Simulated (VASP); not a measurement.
# TiO2 (I4_1/amd) in VASP: a series of runs, part 2 of 2

VASP 6.6.1. The steps go on from the part before.

### Step 4. Single point, r2SCAN

This run uses another cell than the first one, of 10.95 Å³/atom, 1.033 times its volume.

POSCAR reads:

```
TiO2
1.0
   -1.8777404854      1.8777404854      4.6579775086
    1.8777404854     -1.8777404854      4.6579775086
    1.8777404854      1.8777404854     -4.6579775086
Ti O
2 4
Direct
    0.0000000000      0.0000000000      0.0000000000
    0.7500000000      0.2500000000      0.5000000000
    0.9608160841      0.4608160841      0.5000000000
    0.2108160841      0.2108160841      0.0000000000
    0.5391839159      0.0391839159      0.5000000000
    0.7891839159      0.7891839159      0.0000000000
```

INCAR.step1 reads:

```
SYSTEM = TiO2
PREC = Accurate ; ENCUT = 520
ISMEAR = 0 ; SIGMA = 0.02
LREAL = .False. ; LASPH = .True.
NELM = 100 ; NBANDS = 33
GGA = PE ; ALGO = Normal
EDIFF = 1E-4 ; LWAVE = .True.
LCHARG = .False.
```

INCAR.step2 reads:

```
SYSTEM = TiO2
PREC = Accurate ; ENCUT = 520
EDIFF = 1E-6 ; ISMEAR = 0
SIGMA = 0.02 ; LREAL = .False.
LASPH = .True. ; NELM = 100
ALGO = Normal ; ISIF = 2
LWAVE = .False. ; LCHARG = .False.
METAGGA = R2SCAN ; LMIXTAU = .True.
NBANDS = 33 ; ISTART = 1
```

KPOINTS reads:

```
regular mesh
0
Gamma
  8 8 8
  0 0 0
```

Command:

```console
cat potpaw_PBE.64/Ti_sv/POTCAR potpaw_PBE.64/O/POTCAR > POTCAR
cp INCAR.step1 INCAR
mpirun -np 1 vasp_std > vasp.out
cp INCAR.step2 INCAR
mpirun -np 1 vasp_std > vasp.out
```

Wall time 9.6 min (1 thread of Intel Xeon Platinum 8488C (Sapphire Rapids), shared host); peak memory 0.31 GiB.

It converged, with:

```yaml
Free_energy: -69.7705 eV
Pressure: 9.4 GPa
Largest_force: 0.037 eV/Å
Band_gap_on_the_k_mesh: 2.54 eV, indirect (least direct gap 2.94 eV)
```

Forces in eV/Å, atoms in the order of the input:
```
Ti   0.000  0.000  0.000
Ti   0.000  0.000  0.000
O    0.000  0.000  0.037
O    0.000  0.000  0.037
O    0.000  0.000 -0.037
O    0.000  0.000 -0.037
```

Stress tensor (GPa, compression positive):
```
9.41 0.00 0.00
0.00 9.41 0.00
0.00 0.00 9.26
```

Levels at points of the mesh, in eV from the valence-band top:
| k point | band 20 | band 21 | band 22 | band 23 | band 24 | band 25 | band 26 | band 27 | band 28 | band 29 |
| --- | --- | --- | --- | --- | --- | --- | --- | --- | --- | --- |
| (0.00, 0.00, 0.00) | -0.81 | -0.76 | -0.76 | -0.56 | -0.56 | 2.54 | 3.37 | 4.43 | 4.43 | 4.49 |
| (0.50, 0.00, 0.00) | -2.10 | -2.09 | -1.07 | -0.89 | -0.68 | 3.76 | 4.02 | 4.11 | 4.27 | 4.85 |
| (0.50, 0.50, 0.00) | -2.86 | -2.24 | -2.24 | 0.00 | 0.00 | 3.95 | 3.95 | 4.42 | 4.42 | 5.52 |
| (0.50, 0.50, 0.50) | -1.43 | -1.36 | -1.36 | -0.17 | -0.17 | 2.94 | 2.94 | 4.33 | 4.33 | 4.62 |

Caveat: the PAW data sets were made with another functional, which shifts forces and pressure a little. A k mesh can miss the band edges.

### Step 5. Single point, r2SCAN

This run uses another cell than the first one, of 11.22 Å³/atom, 1.059 times its volume.

POSCAR reads:

```
TiO2
1.0
   -1.8842147724      1.8842147724      4.7421806741
    1.8842147724     -1.8842147724      4.7421806741
    1.8842147724      1.8842147724     -4.7421806741
Ti O
2 4
Direct
    0.0000000000      0.0000000000      0.0000000000
    0.7500000000      0.2500000000      0.5000000000
    0.9585317057      0.4585317057      0.5000000000
    0.2085317057      0.2085317057      0.0000000000
    0.5414682943      0.0414682943      0.5000000000
    0.7914682943      0.7914682943      0.0000000000
```

INCAR.step1 reads:

```
  PREC = Accurate
  ENCUT = 520
  ISMEAR = 0
  SIGMA = 0.02
  LREAL = False
  LASPH = True
  NELM = 80
  NBANDS = 33
  GGA = PE
  ALGO = Normal
  EDIFF = 1E-4
  LWAVE = True
  LCHARG = False
```

INCAR.step2 reads:

```
  PREC = Accurate
  ENCUT = 520
  EDIFF = 1E-7
  ISMEAR = 0
  SIGMA = 0.02
  LREAL = False
  LASPH = True
  NELM = 80
  ALGO = Normal
  ISIF = 2
  LWAVE = False
  LCHARG = True
  METAGGA = R2SCAN
  LMIXTAU = True
  LELF = True
  LVHAR = True
  NBANDS = 33
  ISTART = 1
```

KPOINTS reads:

```
Automatic mesh
0
Gamma
  8 8 8
```

Command:

```console
cat potpaw_PBE.64/Ti_sv/POTCAR potpaw_PBE.64/O/POTCAR > POTCAR
cp INCAR.step1 INCAR
mpirun -np 1 vasp_std > vasp.out
cp INCAR.step2 INCAR
mpirun -np 1 vasp_std > vasp.out
```

It took 13 min on 1 thread of Intel Xeon Platinum 8488C (Sapphire Rapids), shared host; peak memory 0.31 GiB.

The run converged. Its results:

| Item | Value |
| --- | --- |
| Free energy | -69.8399 eV |
| Pressure | 4.3 GPa |
| Largest force | 0.028 eV/Å |
| Band gap on the k mesh | 2.58 eV, indirect (least direct gap 2.92 eV) |

Forces in eV/Å, atoms in the order of the input:
```
Ti   0.000  0.000  0.000
Ti   0.000  0.000  0.000
O    0.000  0.000  0.028
O    0.000  0.000  0.028
O    0.000  0.000 -0.028
O    0.000  0.000 -0.028
```

Stress tensor (GPa, compression positive):
```
4.32 0.00 0.00
0.00 4.32 0.00
0.00 0.00 4.16
```

Levels at points of the mesh, in eV from the valence-band top:
```tsv
k point	band 22	band 23	band 24	band 25	band 26	band 27
(0.00, 0.00, 0.00)	-0.76	-0.48	-0.48	2.58	3.34	4.49
(0.50, 0.00, 0.00)	-0.98	-0.85	-0.65	3.74	4.04	4.05
(0.50, 0.50, 0.00)	-2.11	0.00	0.00	3.85	3.85	4.32
(0.50, 0.50, 0.50)	-1.29	-0.11	-0.11	2.95	2.95	4.29
```

Caveat: the PAW data sets were made with another functional, which shifts forces and pressure a little. r2SCAN opens gaps a little over a GGA but as a rule still falls short of measured ones.

### Step 6. Single point, r2SCAN

This run uses another cell than the first one, of 11.40 Å³/atom, 1.076 times its volume.

POSCAR reads:

```
TiO2
1.0
   -1.8889407787      1.8889407787      4.7916431400
    1.8889407787     -1.8889407787      4.7916431400
    1.8889407787      1.8889407787     -4.7916431400
Ti O
2 4
Direct
    0.0000000000      0.0000000000      0.0000000000
    0.7500000000      0.2500000000      0.5000000000
    0.9572872213      0.4572872213      0.5000000000
    0.2072872213      0.2072872213      0.0000000000
    0.5427127787      0.0427127787      0.5000000000
    0.7927127787      0.7927127787      0.0000000000
```

INCAR.step1 reads:

```
PREC     = Accurate       # precision mode
ENCUT    = 520            # plane-wave cutoff, eV
ISMEAR   = 0              # smearing method
SIGMA    = 0.02           # smearing width, eV
LREAL    = False          # projectors in reciprocal space
LASPH    = True           # aspherical terms in the spheres
NELM     = 60             # most SCF steps
NBANDS   = 33             # bands
GGA      = PE             # functional
ALGO     = Normal         # electronic algorithm
EDIFF    = 1E-4           # SCF threshold, eV
LWAVE    = True           # write WAVECAR
LCHARG   = False          # write CHGCAR
```

INCAR.step2 reads:

```
PREC     = Accurate       # precision mode
ENCUT    = 520            # plane-wave cutoff, eV
EDIFF    = 1E-6           # SCF threshold, eV
ISMEAR   = 0              # smearing method
SIGMA    = 0.02           # smearing width, eV
LREAL    = False          # projectors in reciprocal space
LASPH    = True           # aspherical terms in the spheres
NELM     = 60             # most SCF steps
ALGO     = Normal         # electronic algorithm
ISIF     = 2              # what is computed and relaxed
LWAVE    = False          # write WAVECAR
LCHARG   = False          # write CHGCAR
METAGGA  = R2SCAN         # meta-GGA
LMIXTAU  = True         
NBANDS   = 33             # bands
ISTART   = 1
```

KPOINTS is that of step 5.

Potentials or basis: VASP PAW PBE potentials, release 64 (Ti_sv, O).

Command:

```console
cat potpaw_PBE.64/Ti_sv/POTCAR potpaw_PBE.64/O/POTCAR > POTCAR
cp INCAR.step1 INCAR
mpirun -np 1 vasp_std > vasp.out
cp INCAR.step2 INCAR
mpirun -np 1 vasp_std > vasp.out
```

OUTCAR:

```text
PREC = Accurate
   ENCUT = 520
   EDIFF = 1E-6
   ISMEAR = 0
   LREAL = False
   LASPH = True
   NELM = 60
   ISIF = 2
   METAGGA = R2SCAN
   ISTART = 1

 ion  position               nearest neighbor table
   1  0.000  0.000  0.000-   5 1.93   3 1.93   5 1.93   3 1.93   4 1.99   6 1.99
   2  0.750  0.250  0.500-   6 1.93   4 1.93   6 1.93   4 1.93   3 1.99   5 1.99
   3  0.957  0.457  0.500-   1 1.93   1 1.93   2 1.99
   4  0.207  0.207  0.000-   2 1.93   2 1.93   1 1.99
   5  0.543  0.043  0.500-   1 1.93   1 1.93   2 1.99
   6  0.793  0.793  0.000-   2 1.93   2 1.93   1 1.99
[... 1074 lines left out ...]
  -------------------------------------------------------------------------------------
  Total        0.5533340      0.5533340      0.4643704      0.0000000      0.0000000      0.0000000
  in kB       12.9633362     12.9633362     10.8791243      0.0000000      0.0000000      0.0000000
  external PRESSURE =      12.2685989 kB  Pullay stress =       0.0000000 kB

 VOLUME and BASIS-vectors are now :
 -----------------------------------------------------------------------------
  energy-cutoff  :      520.00
  volume of cell :       68.39
      direct lattice vectors                 reciprocal lattice vectors
    -1.888940779  1.888940779  4.791643140     0.000000000  0.264698611  0.104348338
     1.888940779 -1.888940779  4.791643140     0.264698611  0.000000000  0.104348338
     1.888940779  1.888940779 -4.791643140     0.264698611  0.264698611  0.000000000

 POSITION                                       TOTAL-FORCE (eV/Angst)
 -----------------------------------------------------------------------------------
      0.00000      0.00000      0.00000        -0.000000     -0.000000     -0.000000
      0.00000      1.88894      2.39582        -0.000000     -0.000000     -0.000000
     -0.00000      1.88894      4.38231         0.000000     -0.000000      0.026018
      0.00000      0.00000      1.98649        -0.000000      0.000000      0.026018
      0.00000      1.88894      0.40933         0.000000     -0.000000     -0.026018
      0.00000      0.00000      7.59679        -0.000000      0.000000     -0.026018
 -----------------------------------------------------------------------------------
    total drift:                                0.000000      0.000000     -0.000000

  FREE ENERGIE OF THE ION-ELECTRON SYSTEM (eV)
  ---------------------------------------------------
  free  energy   TOTEN  =       -69.8581220552 eV

  energy  without entropy=      -69.8581220552  energy(sigma->0) =      -69.85812206
```

Run time: 14 min. Hardware: 1 thread of Intel Xeon Platinum 8488C (Sapphire Rapids), shared host; peak memory 0.33 GiB.

Results:

* Free energy: -69.8581 eV
* Pressure: 1.2 GPa
* Largest force: 0.026 eV/Å
* Band gap on the k mesh: 2.59 eV, indirect (least direct gap 2.90 eV)

Forces in eV/Å, atoms in the order of the input:
```
Ti   0.000  0.000  0.000
Ti   0.000  0.000  0.000
O    0.000  0.000  0.026
O    0.000  0.000  0.026
O    0.000  0.000 -0.026
O    0.000  0.000 -0.026
```

Caveat: the PAW data sets were made with another functional, which shifts forces and pressure a little. A k mesh can miss the band edges.

### Step 7. Summary

| cell | gap on the mesh (eV) | pressure (GPa) | largest force (eV/Å) |
| --- | --- | --- | --- |
| a = 5.256 Å, angles 138.3, 138.3, 60.4°, 6 atoms | 2.46 | 16.5 | 0.05 |
| a = 5.362 Å, angles 139.0, 139.0, 59.4°, 6 atoms | 2.54 | 9.4 | 0.04 |
| a = 5.440 Å, angles 139.5, 139.5, 58.7°, 6 atoms | 2.58 | 4.3 | 0.03 |
| a = 5.486 Å, angles 139.7, 139.7, 58.3°, 6 atoms | 2.59 | 1.2 | 0.03 |

Alike in all rows: task single point; level r2SCAN; potentials or basis VASP PAW PBE potentials, release 64 (Ti_sv, O); no spin polarisation; k mesh 8 × 8 × 8; cutoff (eV) 520; smearing gaussian 0.02 eV.

Caveats: the PAW data sets were made with another functional, which shifts forces and pressure a little.

Total energies depend on the potentials used, so only differences within one code and one set of settings carry meaning.
